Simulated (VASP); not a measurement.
# Ga4As3P: single point with PBE

The system is Ga4As3P.

```
CELL_PARAMETERS angstrom
-2.83474 2.83474 5.66587
2.83474 -2.83474 5.66587
2.83474 2.83474 -5.66587
ATOMIC_POSITIONS crystal
Ga 0.12087 0.12087 0.48687
Ga 0.63400 0.63400 0.51313
Ga 0.36600 0.87913 0.00000
Ga 0.87913 0.36600 0.00000
P 0.00000 0.00000 0.00000
As 0.25000 0.75000 0.50000
As 0.75000 0.25000 0.50000
As 0.50000 0.50000 0.00000
```

```
Program                : VASP 6.6.1
Task                   : single point
Functional             : PBE
Potentials or basis    : VASP PAW PBE potentials, release 64 (Ga_d, P, As)
Cutoff                 : 520 eV
k mesh                 : 4 × 4 × 4
Occupations            : gaussian, width 0.2 eV
Spin                   : no spin polarisation
Dipole correction      : no
Further INCAR settings : ALGO = Normal; EDIFF = 1e-07; NBANDS = 46
```

```json
{
 "Pressure": "0.6 GPa",
 "Largest force": "0.018 eV/Å",
 "Band gap on the k mesh": "0.56 eV"
}
```

Forces on the atoms (eV/Å):
```
Ga  -0.008 -0.008 -0.014
Ga   0.008  0.008 -0.014
Ga   0.008 -0.008  0.014
Ga  -0.008  0.008  0.014
P    0.000  0.000  0.000
As   0.000  0.000  0.000
As   0.000  0.000  0.000
As   0.000  0.000  0.000
```

Levels at points of the mesh, in eV from the valence-band top:
| k point | band 32 | band 33 | band 34 | band 35 | band 36 | band 37 | band 38 | band 39 | band 40 | band 41 |
| --- | --- | --- | --- | --- | --- | --- | --- | --- | --- | --- |
| (0.00, 0.00, 0.00) | -2.56 | -2.56 | 0.00 | 0.00 | 0.00 | 0.56 | 1.56 | 1.69 | 3.73 | 3.73 |
| (0.50, 0.00, 0.00) | -2.32 | -2.19 | -2.12 | -1.35 | -1.11 | 2.96 | 3.05 | 3.25 | 3.37 | 3.54 |
| (0.50, 0.50, 0.00) | -1.24 | -1.09 | -1.02 | -1.00 | -0.93 | 1.04 | 1.06 | 2.63 | 2.87 | 4.49 |
| (0.50, 0.50, 0.50) | -2.49 | -1.72 | -1.72 | -1.48 | -1.48 | 1.44 | 1.65 | 1.71 | 1.71 | 1.93 |

Wall time 6 min on 1 thread of Intel Xeon 8259CL (shared host), peak memory 0.4 GiB.

Caveat: semilocal functionals underestimate gaps, and a narrow one can read as zero. A k mesh can miss the band edges.
